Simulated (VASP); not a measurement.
# HfSiO4 (I4_1/amd) in VASP: a series of runs, part 2 of 2

VASP 6.6.1.

### 3 Single point, PBE (uniaxial z strain -2.0%)

INCAR reads:

```
SYSTEM = HfSiO4
ALGO = Normal
EDIFF = 1E-6
ENCUT = 520
GGA = PE
ISIF = 2
ISMEAR = -1
LASPH = .True.
LCHARG = .False.
LREAL = .False.
LWAVE = .False.
NBANDS = 50
NELM = 60
PREC = Accurate
SIGMA = 0.02
```

KPOINTS reads:

```
k-points
0
Gamma
  6 6 6
  0 0 0
```

POSCAR reads:

```
HfSiO4
1.0
   -3.2908231527      3.2908231527      2.9260535667
    3.2908231527     -3.2908231527      2.9260535667
    3.2908231527      3.2908231527     -2.9260535667
Hf Si O
2 2 8
Direct
    0.0000000000      0.0000000000      0.0000000000
    0.7500000000      0.2500000000      0.5000000000
    0.2500000000      0.7500000000      0.5000000000
    0.5000000000      0.5000000000      0.0000000000
    0.1345416087      0.3195936553      0.8149479534
    0.0695936553      0.7546457019      0.6850520466
    0.0695936553      0.3845416087      0.3149479534
    0.5046457019      0.3195936553      0.1850520466
    0.6804063447      0.4953542981      0.8149479534
    0.6154583913      0.9304063447      0.6850520466
    0.2453542981      0.9304063447      0.3149479534
    0.6804063447      0.8654583913      0.1850520466
```

Potentials or basis: VASP PAW PBE potentials, release 64 (Hf_pv, Si, O).

Launch:

```console
$ cat potpaw_PBE.64/Hf_pv/POTCAR potpaw_PBE.64/Si/POTCAR potpaw_PBE.64/O/POTCAR > POTCAR
$ mpirun -np 1 vasp_std > vasp.out
```

OUTCAR:

```text
SYSTEM = HfSiO4
   EDIFF = 1E-6
   ENCUT = 520
   GGA = PE
   ISIF = 2
   ISMEAR = -1
   LASPH = .True.
   LREAL = .False.
   NELM = 60
   PREC = Accurate

 ion  position               nearest neighbor table
   1  0.000  0.000  0.000-   6 2.11  11 2.11  10 2.11   7 2.11   5 2.23  12 2.23   8 2.23   9 2.23
                             4 2.93   4 2.93   2 3.60   2 3.60   2 3.60   2 3.60
   2  0.750  0.250  0.500-   8 2.11   9 2.11   5 2.11  12 2.11  10 2.23   7 2.23   6 2.23  11 2.23
                             3 2.93   3 2.93   1 3.60   1 3.60   1 3.60   1 3.60
   3  0.250  0.750  0.500-   7 1.61  10 1.61   6 1.61  11 1.61   2 2.93   2 2.93
   4  0.500  0.500  0.000-   5 1.61  12 1.61   9 1.61   8 1.61   1 2.93   1 2.93
   5  0.135  0.320  0.815-   4 1.61   2 2.11   1 2.23
   6  0.070  0.755  0.685-   3 1.61   1 2.11   2 2.23
   7  0.070  0.385  0.315-   3 1.61   1 2.11   2 2.23
   8  0.505  0.320  0.185-   4 1.61   2 2.11   1 2.23
   9  0.680  0.495  0.815-   4 1.61   2 2.11   1 2.23
[... 224 lines left out ...]
      6     -25.6259      2.00000
[... 1261 lines left out ...]
     49      12.5028      0.00000
     50      13.4147      0.00000

 [... further k-points ...]

------------------------ aborting loop because EDIFF is reached ----------------------------------------

  FORCE on cell =-STRESS in cart. coord.  units (eV):
  Direction    XX          YY          ZZ          XY          YZ          ZX
  --------------------------------------------------------------------------------------
  -------------------------------------------------------------------------------------
  Total        6.0700197      6.0700197     12.4668433      0.0000000      0.0000000      0.0000000
  in kB       76.7271965     76.7271965    157.5853098      0.0000000      0.0000000      0.0000000
  external PRESSURE =     103.6799009 kB  Pullay stress =       0.0000000 kB

 VOLUME and BASIS-vectors are now :
 -----------------------------------------------------------------------------
  energy-cutoff  :      520.00
  volume of cell :      126.75
      direct lattice vectors                 reciprocal lattice vectors
    -3.290823153  3.290823153  2.926053567     0.000000000  0.151937669  0.170878622
     3.290823153 -3.290823153  2.926053567     0.151937669  0.000000000  0.170878622
     3.290823153  3.290823153 -2.926053567     0.151937669  0.151937669  0.000000000

 POSITION                                       TOTAL-FORCE (eV/Angst)
 -----------------------------------------------------------------------------------
      0.00000      0.00000      0.00000        -0.000000      0.000000     -0.000000
      0.00000      3.29082      1.46303        -0.000000      0.000000     -0.000000
      3.29082      0.00000      1.46303        -0.000000      0.000000      0.000000
      0.00000      0.00000      2.92605        -0.000000      0.000000     -0.000000
      3.29082      2.07288     -1.05576         0.000000     -0.370239     -0.322421
      4.50877     -0.00000      0.40727         0.370239      0.000000     -0.322421
      2.07288      0.00000      0.40727        -0.370239      0.000000     -0.322421
     -0.00000      1.21795      1.87030        -0.000000      0.370239     -0.322421
      2.07288      3.29082      1.05576        -0.370239      0.000000      0.322421
      3.29082      1.21795      2.51878        -0.000000      0.370239      0.322421
      3.29082     -1.21795      2.51878         0.000000     -0.370239      0.322421
      1.21795      0.00000      3.98181         0.370239      0.000000      0.322421
 -----------------------------------------------------------------------------------
    total drift:                               -0.000000      0.000000      0.000000

  FREE ENERGIE OF THE ION-ELECTRON SYSTEM (eV)
  ---------------------------------------------------
  free  energy   TOTEN  =      -108.4574803918 eV

  energy  without entropy=     -108.4574803918  energy(sigma->0) =     -108.45748039
```

Wall time 1.8 min (1 thread of Intel Xeon 6975P-C (Granite Rapids), shared host); peak memory 0.34 GiB.

What came out:

```yaml
Free_energy: -108.4575 eV
Pressure: 10.4 GPa
Largest_force: 0.491 eV/Å
Band_gap_on_the_k_mesh: 5.49 eV (least direct gap 5.81 eV)
```

Forces on the atoms (eV/Å):
```
Hf   0.000  0.000  0.000
Hf   0.000  0.000  0.000
Si   0.000  0.000  0.000
Si   0.000  0.000  0.000
O    0.000 -0.370 -0.322
O    0.370  0.000 -0.322
O   -0.370  0.000 -0.322
O    0.000  0.370 -0.322
O   -0.370  0.000  0.322
O    0.000  0.370  0.322
O    0.000 -0.370  0.322
O    0.370  0.000  0.322
```

Levels at points of the mesh, in eV from the valence-band top:
```csv
k point,band 35,band 36,band 37,band 38,band 39,band 40,band 41,band 42
"(0.00, 0.00, 0.00)",-0.65,-0.61,-0.57,0.00,5.81,6.17,6.38,6.38
"(0.50, 0.00, 0.00)",-0.98,-0.87,-0.23,-0.23,5.72,5.92,6.73,6.91
"(0.50, 0.50, 0.00)",-0.94,-0.94,-0.62,-0.62,5.51,5.51,6.71,6.71
"(0.50, 0.50, 0.50)",-1.06,-1.06,-0.94,-0.94,6.34,6.34,6.68,6.68
```

Caveat: the cell differs from its parent crystal (uniaxial z strain -2.0%); the cell stands under pressure; spin-orbit coupling is left out, which moves the levels of the heavy elements. A k mesh can miss the band edges.

### 4 Single point, PBE (uniaxial z strain -1.0%)

INCAR reads:

```
SYSTEM = HfSiO4
PREC = Accurate
ENCUT = 520
EDIFF = 1E-6
ISMEAR = -1
SIGMA = 0.02
LREAL = .FALSE.
LASPH = .TRUE.
NELM = 100
ALGO = Normal
ISIF = 2
LWAVE = .FALSE.
LCHARG = .FALSE.
GGA = PE
NBANDS = 50
```

KPOINTS reads:

```
regular mesh
0
G
  6 6 6
  0 0 0
```

POSCAR reads:

```
HfSiO4
1.0
   -3.2908231527      3.2908231527      2.9559112561
    3.2908231527     -3.2908231527      2.9559112561
    3.2908231527      3.2908231527     -2.9559112561
Hf Si O
2 2 8
Direct
    0.0000000000      0.0000000000      0.0000000000
    0.7500000000      0.2500000000      0.5000000000
    0.2500000000      0.7500000000      0.5000000000
    0.5000000000      0.5000000000      0.0000000000
    0.1348807549      0.3196932833      0.8151874716
    0.0696932833      0.7545058118      0.6848125284
    0.0696932833      0.3848807549      0.3151874716
    0.5045058118      0.3196932833      0.1848125284
    0.6803067167      0.4954941882      0.8151874716
    0.6151192451      0.9303067167      0.6848125284
    0.2454941882      0.9303067167      0.3151874716
    0.6803067167      0.8651192451      0.1848125284
```

Launch:

```console
$ cat potpaw_PBE.64/Hf_pv/POTCAR potpaw_PBE.64/Si/POTCAR potpaw_PBE.64/O/POTCAR > POTCAR
$ mpirun -np 1 vasp_std > vasp.out
```

Wall time 88 s (1 thread of Intel Xeon 6975P-C (Granite Rapids), shared host); peak memory 0.34 GiB.

It converged, with:

```
Free energy            : -108.5585 eV
Pressure               : 7.4 GPa
Largest force          : 0.481 eV/Å
Band gap on the k mesh : 5.44 eV (least direct gap 5.78 eV)
```

Forces on the atoms (eV/Å):
```
Hf   0.000  0.000  0.000
Hf   0.000  0.000  0.000
Si   0.000  0.000  0.000
Si   0.000  0.000  0.000
O    0.000 -0.360 -0.320
O    0.360  0.000 -0.320
O   -0.360  0.000 -0.320
O    0.000  0.360 -0.320
O   -0.360  0.000  0.320
O    0.000  0.360  0.320
O    0.000 -0.360  0.320
O    0.360  0.000  0.320
```

Stress tensor (GPa, compression positive):
```
 5.98  0.00  0.00
 0.00  5.98  0.00
 0.00  0.00 10.38
```

Levels at points of the mesh, in eV from the valence-band top:
| k point | band 34 | band 35 | band 36 | band 37 | band 38 | band 39 | band 40 | band 41 | band 42 | band 43 |
| --- | --- | --- | --- | --- | --- | --- | --- | --- | --- | --- |
| (0.00, 0.00, 0.00) | -0.65 | -0.62 | -0.62 | -0.57 | 0.00 | 5.79 | 6.10 | 6.29 | 6.29 | 6.33 |
| (0.50, 0.00, 0.00) | -1.17 | -0.97 | -0.85 | -0.25 | -0.22 | 5.68 | 5.86 | 6.64 | 6.81 | 6.93 |
| (0.50, 0.50, 0.00) | -0.98 | -0.93 | -0.93 | -0.61 | -0.61 | 5.45 | 5.45 | 6.60 | 6.60 | 6.61 |
| (0.50, 0.50, 0.50) | -1.39 | -1.09 | -1.09 | -0.91 | -0.91 | 6.28 | 6.28 | 6.65 | 6.65 | 6.81 |

Caveat: the cell differs from its parent crystal (uniaxial z strain -1.0%); the cell stands under pressure; spin-orbit coupling is left out, which moves the levels of the heavy elements. A k mesh can miss the band edges.

### 5 Single point, PBE

This run uses another cell than the first one, of 10.78 Å³/atom.

INCAR reads:

```
SYSTEM = HfSiO4
ALGO     = Normal         ! electronic algorithm
EDIFF    = 1E-6           ! SCF threshold, eV
ENCUT    = 520            ! plane-wave cutoff, eV
GGA      = PE             ! functional
ISIF     = 2              ! what is computed and relaxed
ISMEAR   = -1             ! smearing method
LASPH    = .True.         ! aspherical terms in the spheres
LCHARG   = .True.         ! write CHGCAR
LELF     = .True.         ! ELF
LREAL    = .False.        ! projectors in reciprocal space
LVHAR    = .True.       
LWAVE    = .False.        ! write WAVECAR
NBANDS   = 50             ! bands
NELM     = 100            ! most SCF steps
PREC     = Accurate       ! precision mode
SIGMA    = 0.02           ! smearing width, eV
```

KPOINTS reads:

```
k-points
0
Gamma
  6 6 6
  0 0 0
```

POSCAR reads:

```
HfSiO4
1.0
   -3.2908231527      3.2908231527      2.9857689456
    3.2908231527     -3.2908231527      2.9857689456
    3.2908231527      3.2908231527     -2.9857689456
Hf Si O
2 2 8
Direct
    0.0000000000      0.0000000000      0.0000000000
    0.7500000000      0.2500000000      0.5000000000
    0.2500000000      0.7500000000      0.5000000000
    0.5000000000      0.5000000000      0.0000000000
    0.1352530325      0.3198800075      0.8153730251
    0.0698800075      0.7545069824      0.6846269749
    0.0698800075      0.3852530325      0.3153730251
    0.5045069824      0.3198800075      0.1846269749
    0.6801199925      0.4954930176      0.8153730251
    0.6147469675      0.9301199925      0.6846269749
    0.2454930176      0.9301199925      0.3153730251
    0.6801199925      0.8647469675      0.1846269749
```

Potentials or basis: VASP PAW PBE potentials, release 64 (Hf_pv, Si, O).

Launch:

```console
$ cat potpaw_PBE.64/Hf_pv/POTCAR potpaw_PBE.64/Si/POTCAR potpaw_PBE.64/O/POTCAR > POTCAR
$ mpirun -np 1 vasp_std > vasp.out
```

OUTCAR:

```text
SYSTEM = HfSiO4
   EDIFF = 1E-6
   ENCUT = 520
   GGA = PE
   ISIF = 2
   ISMEAR = -1
   LASPH = .True.
   LREAL = .False.
   NELM = 100
   PREC = Accurate

 ion  position               nearest neighbor table
   1  0.000  0.000  0.000-   7 2.12  10 2.12   6 2.12  11 2.12   5 2.26  12 2.26   8 2.26   9 2.26
                             4 2.99   4 2.99   2 3.61   2 3.61   2 3.61   2 3.61
   2  0.750  0.250  0.500-   5 2.12  12 2.12   9 2.12   8 2.12  10 2.26   7 2.26   6 2.26  11 2.26
[... 1507 lines left out ...]
  external PRESSURE =      46.8618441 kB  Pullay stress =       0.0000000 kB

 VOLUME and BASIS-vectors are now :
 -----------------------------------------------------------------------------
  energy-cutoff  :      520.00
  volume of cell :      129.34
      direct lattice vectors                 reciprocal lattice vectors
    -3.290823153  3.290823153  2.985768946     0.000000000  0.151937669  0.167461049
     3.290823153 -3.290823153  2.985768946     0.151937669  0.000000000  0.167461049
     3.290823153  3.290823153 -2.985768946     0.151937669  0.151937669  0.000000000

 POSITION                                       TOTAL-FORCE (eV/Angst)
 -----------------------------------------------------------------------------------
      0.00000      0.00000      0.00000         0.000000     -0.000000      0.000000
      0.00000      3.29082      1.49288         0.000000     -0.000000      0.000000
      3.29082      0.00000      1.49288         0.000000     -0.000000      0.000000
      0.00000      0.00000      2.98577         0.000000     -0.000000      0.000000
      3.29082      2.07567     -1.07559         0.000000     -0.352281     -0.314195
      4.50597     -0.00000      0.41729         0.352281     -0.000000     -0.314195
      2.07567      0.00000      0.41729        -0.352281     -0.000000     -0.314195
     -0.00000      1.21515      1.91018         0.000000      0.352281     -0.314195
      2.07567      3.29082      1.07559        -0.352281     -0.000000      0.314195
      3.29082      1.21515      2.56848         0.000000      0.352281      0.314195
      3.29082     -1.21515      2.56848         0.000000     -0.352281      0.314195
      1.21515     -0.00000      4.06136         0.352281     -0.000000      0.314195
 -----------------------------------------------------------------------------------
    total drift:                               -0.000000     -0.000000      0.000000

  FREE ENERGIE OF THE ION-ELECTRON SYSTEM (eV)
  ---------------------------------------------------
  free  energy   TOTEN  =      -108.6174330679 eV

  energy  without entropy=     -108.6174330679  energy(sigma->0) =     -108.61743307
```

OSZICAR:

```text
N       E                     dE             d eps       ncg     rms          rms(c)
DAV:   1     0.468433066192E+03    0.46843E+03   -0.42444E+04  3000   0.148E+03
DAV:   2    -0.957120565978E+02   -0.56415E+03   -0.54731E+03  3654   0.369E+02
DAV:   3    -0.125293777404E+03   -0.29582E+02   -0.29439E+02  3648   0.820E+01
DAV:   4    -0.125668078065E+03   -0.37430E+00   -0.37371E+00  3912   0.101E+01
DAV:   5    -0.125672767607E+03   -0.46895E-02   -0.46872E-02  3768   0.105E+00    0.713E+01
DAV:   6    -0.108679562119E+03    0.16993E+02   -0.67611E+01  3390   0.373E+01    0.581E+01
DAV:   7    -0.108639208180E+03    0.40354E-01   -0.33353E+00  3796   0.837E+00    0.407E+01
DAV:   8    -0.108667322018E+03   -0.28114E-01   -0.62027E-01  3672   0.454E+00    0.119E+01
DAV:   9    -0.108616898525E+03    0.50423E-01   -0.22503E-01  3406   0.237E+00    0.264E+00
DAV:  10    -0.108617379609E+03   -0.48108E-03   -0.10445E-02  3816   0.549E-01    0.397E-01
DAV:  11    -0.108617284340E+03    0.95269E-04   -0.94983E-04  3612   0.156E-01    0.238E-01
DAV:  12    -0.108617404304E+03   -0.11996E-03   -0.14870E-04  3648   0.583E-02    0.700E-02
DAV:  13    -0.108617432931E+03   -0.28627E-04   -0.28093E-05  3798   0.277E-02    0.514E-02
DAV:  14    -0.108617433068E+03   -0.13680E-06   -0.12260E-06  2600   0.592E-03
   1 F= -.10861743E+03 E0= -.10861743E+03  d E =-.223652E-11
```

It took 94 s on 1 thread of Intel Xeon 6975P-C (Granite Rapids), shared host; peak memory 0.34 GiB.

What came out:

| Item | Value |
| --- | --- |
| Free energy | -108.6174 eV |
| Pressure | 4.7 GPa |
| Largest force | 0.472 eV/Å |
| Band gap on the k mesh | 5.39 eV (least direct gap 5.74 eV) |

Forces in eV/Å, atoms in the order of the input:
```
Hf   0.000  0.000  0.000
Hf   0.000  0.000  0.000
Si   0.000  0.000  0.000
Si   0.000  0.000  0.000
O    0.000 -0.352 -0.314
O    0.352  0.000 -0.314
O   -0.352  0.000 -0.314
O    0.000  0.352 -0.314
O   -0.352  0.000  0.314
O    0.000  0.352  0.314
O    0.000 -0.352  0.314
O    0.352  0.000  0.314
```

Stress tensor (GPa, compression positive):
```
4.35 0.00 0.00
0.00 4.35 0.00
0.00 0.00 5.35
```

Caveat: the cell stands under pressure; spin-orbit coupling is left out, which moves the levels of the heavy elements.

### 6 Summary

```tsv
cell	gap on the mesh (eV)	pressure (GPa)	largest force (eV/Å)
a = 5.482 Å, angles 106.2, 106.2, 116.2°, 12 atoms	5.53	13.4	0.50
a = 5.497 Å, angles 106.5, 106.5, 115.7°, 12 atoms	5.49	10.4	0.49
a = 5.513 Å, angles 106.7, 106.7, 115.2°, 12 atoms	5.44	7.4	0.48
a = 5.529 Å, angles 107.0, 107.0, 114.6°, 12 atoms	5.39	4.7	0.47
```

Alike in all rows: task single point; level PBE; potentials or basis VASP PAW PBE potentials, release 64 (Hf_pv, Si, O); no spin polarisation; k mesh 6 × 6 × 6; cutoff (eV) 520; smearing fermi-dirac 0.02 eV.

Caveats: the cell stands under pressure; spin-orbit coupling is left out, which moves the levels of the heavy elements.

Absolute energies hang on the potentials; compare differences alone.
